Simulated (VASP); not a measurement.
A run of VASP 6.6.1:

INCAR

```
PREC     = Accurate       # precision mode
ENCUT    = 600            # plane-wave cutoff, eV
EDIFF    = 1E-6           # SCF threshold, eV
ISMEAR   = -1             # smearing method
SIGMA    = 0.02           # smearing width, eV
LREAL    = F              # projectors in reciprocal space
LASPH    = T              # aspherical terms in the spheres
NELM     = 100            # most SCF steps
ALGO     = Normal         # electronic algorithm
ISIF     = 3              # what is computed and relaxed
LWAVE    = F              # write WAVECAR
LCHARG   = F              # write CHGCAR
IBRION   = 2              # ionic algorithm
NSW      = 80             # ionic steps
EDIFFG   = -0.005         # ionic threshold
```

KPOINTS

```
Automatic mesh
0
Gamma
  6 6 6
```

POSCAR

```
NaI
1.0
    4.0624249601      0.0000000000      0.0000000000
    0.0000000000      4.0624249601      0.0000000000
    0.0000000000      0.0000000000      4.0624249601
Na I
1 1
Direct
    0.0000000000      0.0000000000      0.0000000000
    0.5000000000      0.5000000000      0.5000000000
```

Potentials or basis: VASP PAW LDA potentials, release 64 (Na_pv, I).

Run with:

```bash
$ cat potpaw_LDA.64/Na_pv/POTCAR potpaw_LDA.64/I/POTCAR > POTCAR
$ mpirun -np 1 vasp_std > vasp.out
```

Hardware: 1 thread of Intel Xeon 8259CL, on a shared host.

How long does it take, and how much memory?

It took 42 s on 1 thread of Intel Xeon 8259CL, on a shared host, peak memory 0.17 GiB. Counts: scf iterations 35, k points 20, ion steps 4.
